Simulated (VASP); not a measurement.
Here is a VASP 6.6.1 calculation.

The input INCAR:

```
  PREC = Accurate
  ENCUT = 600
  EDIFF = 1E-6
  ISMEAR = -1
  SIGMA = 0.08
  LREAL = F
  LASPH = T
  NELM = 60
  ALGO = Normal
  ISIF = 3
  LWAVE = F
  LCHARG = F
  GGA = PS
  IBRION = 2
  NSW = 60
  EDIFFG = -0.005
  PSTRESS = 670.0
```

KPOINTS

```
regular mesh
0
Gamma
  12 12 12
```

Contents of POSCAR:

```
Tl
1.0
    0.0000000000      2.6747115211      2.6747115211
    2.6747115211      0.0000000000      2.6747115211
    2.6747115211      2.6747115211      0.0000000000
Tl
2
Direct
   -0.1250000000     -0.1250000000     -0.1250000000
    0.1250000000      0.1250000000      0.1250000000
```

Potentials or basis: VASP PAW PBE potentials, release 64 (Tl_d).

The run is started by

```bash
$ cat potpaw_PBE.64/Tl_d/POTCAR > POTCAR
$ mpirun -np 1 vasp_std > vasp.out
```

Q: Estimate the relaxed volume.

A: 21.85 Å³/atom.

Q: Estimate the band gap on the k mesh.

A: Zero (bands 13 and 14 overlap by 7.68 eV).

Q: Predict the space group after relaxing (to 0.1 Å).

A: Fd-3m (No. 227).

Final structure:
```yaml
crystal:
  lattice:
    - [0.00000, 2.79567, 2.79567]
    - [2.79567, 0.00000, 2.79567]
    - [2.79567, 2.79567, 0.00000]
  atoms:
    - { symbol: Tl, position: [0.87500, 0.87500, 0.87500] }
    - { symbol: Tl, position: [0.12500, 0.12500, 0.12500] }
```

Caveat: the cell is relaxed towards a set pressure, so the run minimises the enthalpy, not the energy; the PAW data sets were made with another functional, which shifts forces and pressure a little; spin-orbit coupling is left out, which moves the levels of the heavy elements.
